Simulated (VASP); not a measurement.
# BiPt3: single point with PBE

Crystal: BiPt3.

```
Bi Pt
1.0
     4.25514    0.00000    0.00000
     0.00000    4.25514    0.00000
     0.00000    0.00000    4.25514
Bi Pt
1 3
Cartesian
  0.0000 0.0000 0.0000
  0.0000 2.1276 2.1276
  2.1276 0.0000 2.1276
  2.1276 2.1276 0.0000
```

```json
{
  "Program": "VASP 6.6.1",
  "Task": "single point",
  "Functional": "PBE",
  "Potentials or basis": "VASP PAW PBE potentials, release 64 (Bi_d, Pt)",
  "Cutoff": "520 eV",
  "k mesh": "6 × 6 × 6",
  "Occupations": "methfessel-paxton, width 0.1 eV",
  "Spin": "no spin polarisation",
  "Dipole correction": "no",
  "Further INCAR settings": "ALGO = Normal; EDIFF = 1e-06; NBANDS = 30"
}
```

The pressure is -7.9 GPa.

Levels at points of the mesh, in eV from the Fermi level:
```csv
k point,band 19,band 20,band 21,band 22,band 23,band 24,band 25,band 26
"(0.00, 0.00, 0.00)",-1.16,-1.16,-0.99,-0.53,-0.12,-0.12,-0.12,4.79
"(0.50, 0.00, 0.00)",-2.08,-2.00,-1.07,-0.64,-0.11,2.39,2.39,4.54
"(0.50, 0.50, 0.00)",-2.23,-1.82,-1.80,-1.60,0.39,0.39,3.20,4.40
"(0.50, 0.50, 0.50)",-1.80,-1.80,-1.53,-0.45,-0.45,-0.45,-0.28,2.61
```

Run time: 18 s on 1 thread of Intel(R) Xeon(R) Platinum 8488C (Sapphire Rapids) (shared host), peak memory 0.19 GiB.

Caveat: spin-orbit coupling is left out, which moves the levels of the heavy elements.
